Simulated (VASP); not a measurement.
Here is a VASP 6.6.1 calculation.

INCAR

```
ALGO = Normal
EDIFF = 1E-6
ENCUT = 520
GGA = PE
ISIF = 2
ISMEAR = 0
LASPH = T
LCHARG = F
LREAL = F
LWAVE = F
NBANDS = 50
NELM = 100
PREC = Accurate
SIGMA = 0.02
```

File KPOINTS:

```
k-points
0
Gamma
  8 8 4
```

Contents of POSCAR:

```
SnPb3O4
1.0
    3.9766455872      0.0000000000      0.0000000000
    0.0000000000      3.9766455872      0.0000000000
    0.0000000000      0.0000000000     10.0566928117
Sn Pb O
1 3 4
Direct
    0.5000000000      0.5000000000      0.3857523455
    0.0000000000      0.0000000000      0.1251705203
    0.0000000000      0.0000000000      0.6167308362
    0.5000000000      0.5000000000      0.8843698018
    0.0000000000      0.5000000000      0.0015575838
    0.0000000000      0.5000000000      0.4924301643
    0.5000000000      0.0000000000      0.0015575838
    0.5000000000      0.0000000000      0.4924301643
```

Potentials or basis: VASP PAW PBE potentials, release 64 (Sn_d, Pb_d, O).

The run is started by

```sh
$ cat potpaw_PBE.64/Sn_d/POTCAR potpaw_PBE.64/Pb_d/POTCAR potpaw_PBE.64/O/POTCAR > POTCAR
$ mpirun -np 1 vasp_std > vasp.out
```

(1) What does it give for the pressure?

(2) What does it give for the band gap on the k mesh?

(3) Predict the largest force.

Results:

(1) 1.8 GPa.

(2) 1.02 eV (least direct gap 1.87 eV).

(3) 0.066 eV/Å.

Caveat: spin-orbit coupling is left out, which moves the levels of the heavy elements.
